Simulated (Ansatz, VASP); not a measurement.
**Two plane-wave programs on Ta5Ru**

```
CELL_PARAMETERS angstrom
3.24560 0.00009 -0.00126
0.00023 6.47600 -0.00017
-0.00368 -0.00023 9.97081
ATOMIC_POSITIONS crystal
Ta 0.99999 0.00018 0.16984
Ta 0.99997 0.49995 0.16978
Ta 0.50008 0.25004 0.34111
Ta 0.50020 0.75005 0.34105
Ta 0.50007 0.24999 0.65890
Ta 0.49989 0.74996 0.65890
Ta 0.99992 0.99992 0.83019
Ta 0.99994 0.50002 0.83022
Ta 0.49972 0.24993 0.00000
Ta 0.49983 0.74998 0.00003
Ru 0.99997 0.99999 0.50002
Ru 0.00043 0.50001 0.49997
```

Change from the starting cell: cell x2, atoms moved at random (sigma 0.1 Å) and cell strained at random (1.5 %), then relaxed without symmetry.

Alike in both runs: functional PBE; k mesh 6 × 4 × 2; occupations gaussian, width 0.2 eV; no spin polarisation.

Ansatz relaxed the structure, and its values are those at the end. VASP's run is a single point on that final structure, the one shown.

|  | VASP | Ansatz |
| --- | --- | --- |
| version | VASP 6.6.1 | Ansatz 0.2.0 |
| potentials or method | VASP PAW PBE potentials, release 64 (Ta_pv, Ru_pv), cutoff 520 eV | scalar-relativistic, plane waves, PAW |
| valence electrons in the cell | 138 | 162 |

Ansatz gave:

| Item | Value |
| --- | --- |
| gap on the k mesh at the Fermi level (eV) | none |
| pressure (GPa) | -0.1 |
| rms of the force components (eV/Å) | 0.005 |

**Question.** What did VASP give for the same quantities?

**Answer.** gap on the k mesh at the Fermi level (eV): none; pressure (GPa): 0.0; rms of the force components (eV/Å): 0.006.

A gap of «none» marks a metal or a gap that the smearing closes. VASP's potentials hold 138 valence electrons a cell and Ansatz's 162, so a difference there can come from the potentials and not from the codes.

Neither program's run includes spin-orbit coupling.
